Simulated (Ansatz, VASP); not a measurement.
Two plane-wave programs on Ni

File INCAR:

```
ALGO = Fast
EDIFF = 1E-6
ENCUT = 520
GGA = PE
ISIF = 2
ISMEAR = 0
ISPIN = 2
LASPH = True
LCHARG = True
LELF = True
LMAXMIX = 4
LORBIT = 11
LREAL = False
LVHAR = True
LWAVE = False
MAGMOM = 0.75
NBANDS = 15
NELM = 150
PREC = Accurate
SIGMA = 0.15
```

File KPOINTS:

```
k-points
0
Gamma
  22 22 22
```

POSCAR

```
Ni
1.0
    0.0000000000      1.7356514970      1.9349515017
    1.6065374604      0.0000000000      1.9349515017
    1.6065374604      1.7356514970      0.0000000000
Ni
1
Direct
    0.0000000000      0.0000000000      0.0000000000
```

Input for Ansatz:

```yaml
crystal:
  lattice:
    - [0.0, 1.735651497, 1.9349515017]
    - [1.6065374604, 0.0, 1.9349515017]
    - [1.6065374604, 1.735651497, 0.0]
  atoms:
    - { symbol: Ni, position: [0.0, 0.0, 0.0], spin: 0.75 }
basis:
  ecutwfc: 520.0
kpoints:
  mp_grid: { grid: [22, 22, 22] }
hamiltonian:
  xc: pbe
scf:
  occupations: { method: gaussian, width: 0.15 }
output:
  forces: true
  stress: true
  eigenvalues: true
  populations: true
  write_density: true
  write_potential: true
  elf: true
  volumetric_format: npy
magnetization:
  spin_polarized: true
```

Change from the starting cell: strain +e along x and -e along y -0.0367, strain +e along z and -e/2 along x and y +0.1000.

Alike in both runs: task single point; functional PBE; k mesh 22 × 22 × 22; occupations gaussian, width 0.15 eV; collinear spin.

|  | VASP | Ansatz |
| --- | --- | --- |
| version | VASP 6.6.1 | Ansatz 0.2.0 |
| potentials or method | VASP PAW PBE potentials, release 64 (Ni), cutoff 520 eV | scalar-relativistic, plane waves, PAW |
| valence electrons in the cell | 10 | 18 |

```tsv
	VASP	Ansatz	Ansatz less VASP
gap on the k mesh at the Fermi level (eV)	none	none	-
pressure (GPa)	3.5	3.9	+0.39
traceless stress, the component that is largest in VASP (GPa)	-14.45	-14.88	-0.435
net moment per atom (μB)	0.59	0.61	+0.013
size of the moment on the site where the two differ most (μB)	0.60	0.65	+0.041
```

Site moments also hang on the region over which each program counts them. A gap of «none» marks a metal or a gap that the smearing closes. VASP's potentials hold 10 valence electrons a cell and Ansatz's 18, so a difference there can come from the potentials and not from the codes.
